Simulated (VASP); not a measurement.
Runs of VASP 6.6.1 on TePb. The structure is that of space group Fm-3m (No. 225), or close to it. The cells are those of the table. 

| task | cell | cutoff (eV) | gap on the mesh (eV) | pressure (GPa) |
| --- | --- | --- | --- | --- |
| single point | a = 4.456 Å, angles 60.0°, 2 atoms | 520 | 0.46 | (a) |
| single point | a = 4.298 Å, angles 60.0°, 2 atoms | 520 | (c) | 10.2 |
| relaxation of cell and atoms | relaxed to 10 GPa from a = 4.513 Å, angles 60.0°, 2 atoms | 600 | 0.16 | 10.0 |
| single point | a = 4.350 Å, angles 60.0°, 2 atoms | 520 | 0.26 | 7.1 |
| relaxation of cell and atoms | relaxed to 2 GPa from a = 4.513 Å, angles 60.0°, 2 atoms | 600 | (b) | 2.0 |

Alike in all rows: level LDA; potentials or basis VASP PAW LDA potentials, release 64 (Te, Pb_d); no spin polarisation; k mesh 6 × 6 × 6; smearing gaussian 0.01 eV.

Task: Estimate the missing entries.

Result: (a) 2.1; (b) 0.47; (c) 0.15.

Caveats: spin-orbit coupling is left out, which moves the levels of the heavy elements; the cell is relaxed towards a set pressure, so the enthalpy falls and the energy may rise (some runs).

A k mesh can miss the band edges, and the runs leave out spin-orbit coupling on Pb, Te.
